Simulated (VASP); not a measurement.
A run of VASP 6.6.1:

The input INCAR:

```
SYSTEM = Zn
PREC = Accurate
ENCUT = 500
EDIFF = 1E-6
ISMEAR = -1
SIGMA = 0.01
LREAL = .False.
LASPH = .True.
NELM = 120
ALGO = Normal
ISIF = 2
LWAVE = .False.
LCHARG = .False.
GGA = RP
IVDW = 12
NBANDS = 12
GGA_COMPAT = .False.
```

Contents of KPOINTS:

```
Automatic mesh
0
Gamma
  12 12 12
  0 0 0
```

POSCAR

```
Zn
1.0
    0.0000000000      1.9109191850      1.9109191850
    1.9109191850      0.0000000000      1.9109191850
    1.9109191850      1.9109191850      0.0000000000
Zn
1
Direct
    0.0000000000      0.0000000000      0.0000000000
```

Potentials or basis: VASP PAW PBE potentials, release 64 (Zn).

Run with:

```console
$ cat potpaw_PBE.64/Zn/POTCAR > POTCAR
$ mpirun -np 1 vasp_std > vasp.out
```

Hardware: 1 thread of Intel(R) Xeon(R) Platinum 8124M CPU @ 3.00GHz (Skylake/Cascade Lake), on a shared host.

Q: How long does it take, and how much memory?

A: Wall time 7.1 s on 1 thread of Intel(R) Xeon(R) Platinum 8124M CPU @ 3.00GHz (Skylake/Cascade Lake), on a shared host, peak memory 0.14 GiB. Counts: scf iterations 10, k points 72.
